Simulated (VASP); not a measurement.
Input of a VASP 6.6.1 run:

The input POSCAR:

```
Ru
1.0
    2.9222632810      0.0000000000      0.0000000000
   -1.4611316405      2.5307542379      0.0000000000
    0.0000000000      0.0000000000      3.9393480000
Ru
2
Direct
    0.3333333333      0.6666666667      0.2500000000
    0.6666666667      0.3333333333      0.7500000000
```

File INCAR.step1:

```
PREC = Accurate
ENCUT = 520
ISMEAR = 0
SIGMA = 0.15
LREAL = False
LASPH = True
NELM = 100
NBANDS = 21
GGA = PE
ALGO = Normal
EDIFF = 1E-4
LWAVE = True
LCHARG = False
```

File INCAR.step2:

```
PREC = Accurate
ENCUT = 520
EDIFF = 1E-6
ISMEAR = 0
SIGMA = 0.15
LREAL = False
LASPH = True
NELM = 100
ALGO = Normal
ISIF = 2
LWAVE = False
LCHARG = False
METAGGA = R2SCAN
LMIXTAU = True
NBANDS = 21
ISTART = 1
```

Contents of KPOINTS:

```
Automatic mesh
0
Gamma
  24 24 12
```

Potentials or basis: VASP PAW PBE potentials, release 64 (Ru_pv).

Command:

```console
$ cat potpaw_PBE.64/Ru_pv/POTCAR > POTCAR
$ cp INCAR.step1 INCAR
$ mpirun -np 1 vasp_std > vasp.out
$ cp INCAR.step2 INCAR
$ mpirun -np 1 vasp_std > vasp.out
```

What does it give for the pressure?

-11.7 GPa.

Predict the band gap on the k mesh.

zero (bands 14 and 15 overlap by 2.46 eV).

Stress tensor (GPa, compression positive):
```
-26.37   0.00   0.00
  0.00 -26.37   0.00
  0.00   0.00  17.78
```

Caveat: the cell differs from its parent crystal (strain +0.080 along x and y, -0.080 along z); the cell stands under tension; the PAW data sets were made with another functional, which shifts forces and pressure a little.
